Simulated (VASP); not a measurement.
Write the native input for VASP 6.6.1 that does the following.

| Property | Result |
| --- | --- |
| Task | single point |
| Functional | PBE |
| Potentials or basis | VASP PAW PBE potentials, release 64 (Sr_sv) |
| Cutoff | 520 eV |
| k mesh | 8 × 8 × 8 |
| Occupations | fermi-dirac, width 0.05 eV |
| Spin | no spin polarisation |
| Dipole correction | no |
| Further INCAR settings | ALGO = Normal; EDIFF = 1e-06; NBANDS = 17 |

The structure of Sr lies in POSCAR:

```
Sr
1.0
   -3.7551317423      3.7551317423      2.0474699964
    3.7551317423     -3.7551317423      2.0474699964
    3.7551317423      3.7551317423     -2.0474699964
Sr
2
Direct
    0.0000000000      0.0000000000      0.0000000000
    0.7500000000      0.2500000000      0.5000000000
```

The input as run:

INCAR

```
SYSTEM = Sr
PREC = Accurate
ENCUT = 520
EDIFF = 1E-6
ISMEAR = -1
SIGMA = 0.05
LREAL = .FALSE.
LASPH = .TRUE.
NELM = 100
ALGO = Normal
ISIF = 2
LWAVE = .FALSE.
LCHARG = .FALSE.
GGA = PE
NBANDS = 17
```

KPOINTS

```
regular mesh
0
G
  8 8 8
  0 0 0
```

Potentials or basis: VASP PAW PBE potentials, release 64 (Sr_sv).

Command:

```bash
$ cat potpaw_PBE.64/Sr_sv/POTCAR > POTCAR
$ mpirun -np 1 vasp_std > vasp.out
```

It gave:

| Property | Result |
| --- | --- |
| Pressure | -0.3 GPa |
| Band gap on the k mesh | zero (band 10 reaches 1.67 eV, above the bottom of band 11 at 1.11 eV) |

Run time: 66 s on 1 thread of Intel(R) Xeon(R) 6975P-C (Granite Rapids), on a shared host, peak memory 0.3 GiB.
